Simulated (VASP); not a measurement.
Runs of VASP 6.6.1 on Ge. The structure is that of space group P6_3/mmc (No. 194), or close to it. The cells are those of the table. 

```csv
task,cell,k mesh,cutoff (eV),gap on the mesh (eV),pressure (GPa)
single point,"a = 2.964, b = 2.964, c = 4.592 Å, angles 90.0, 90.0, 120.0°, 2 atoms",19 × 19 × 11,520,none,(a)
single point,"a = 3.093, b = 3.093, c = 4.791 Å, angles 90.0, 90.0, 120.0°, 2 atoms",19 × 19 × 11,520,none,0.1
single point,"a = 3.051, b = 3.051, c = 4.727 Å, angles 90.0, 90.0, 120.0°, 2 atoms",19 × 19 × 11,520,none,2.8
relaxation of cell and atoms,"relaxed from a = 3.008, b = 3.008, c = 4.911 Å, angles 90.0, 90.0, 120.0°, 2 atoms",12 × 12 × 7,600,none,0.0
single point,"a = 3.093, b = 3.093, c = 4.791 Å, angles 90.0, 90.0, 120.0°, 2 atoms",12 × 12 × 7,520,none,0.0
single point,"a = 3.008, b = 3.008, c = 4.660 Å, angles 90.0, 90.0, 120.0°, 2 atoms",19 × 19 × 11,520,none,6.2
```

Alike in all rows: level RPBE; potentials or basis VASP PAW PBE potentials, release 64 (Ge_d); no spin polarisation; smearing fermi-dirac 0.1 eV.

Problem. Fill in the values left out.

Solution. (a) 10.0.

Caveats: the PAW data sets were made with another functional, which shifts forces and pressure a little.

A k mesh can miss the band edges, and the runs leave out spin-orbit coupling on Ge.

A gap of «none» marks levels without a gap at the run's occupations.
